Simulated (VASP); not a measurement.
A run of VASP 6.6.1:

File INCAR:

```
SYSTEM = ZrZn
PREC     = Accurate       ! precision mode
ENCUT    = 520            ! plane-wave cutoff, eV
EDIFF    = 1E-6           ! SCF threshold, eV
ISMEAR   = -1             ! smearing method
SIGMA    = 0.15           ! smearing width, eV
LREAL    = .FALSE.        ! projectors in reciprocal space
LASPH    = .TRUE.         ! aspherical terms in the spheres
NELM     = 60             ! most SCF steps
ALGO     = Fast           ! electronic algorithm
ISIF     = 2              ! what is computed and relaxed
LWAVE    = .FALSE.        ! write WAVECAR
LCHARG   = .FALSE.        ! write CHGCAR
NBANDS   = 19             ! bands
```

File KPOINTS:

```
regular mesh
0
G
  12 12 12
  0 0 0
```

Contents of POSCAR:

```
ZrZn
1.0
    3.2389424442      0.0000000000      0.0000000000
    0.0000000000      3.2389424442      0.0000000000
    0.0000000000      0.0000000000      3.2389424442
Zr Zn
1 1
Direct
    0.5000000000      0.5000000000      0.5000000000
    0.0000000000      0.0000000000      0.0000000000
```

Potentials or basis: VASP PAW LDA potentials, release 64 (Zr_sv, Zn).

Run with:

```bash
$ cat potpaw_LDA.64/Zr_sv/POTCAR potpaw_LDA.64/Zn/POTCAR > POTCAR
$ mpirun -np 1 vasp_std > vasp.out
```

Hardware: 1 thread of Intel(R) Xeon(R) 6975P-C (Granite Rapids) (shared host).

Q: Estimate the wall time of this run.

A: It took 19 s on 1 thread of Intel(R) Xeon(R) 6975P-C (Granite Rapids), with other jobs on the host, peak memory 0.17 GiB. Counts: scf iterations 18, k points 84.
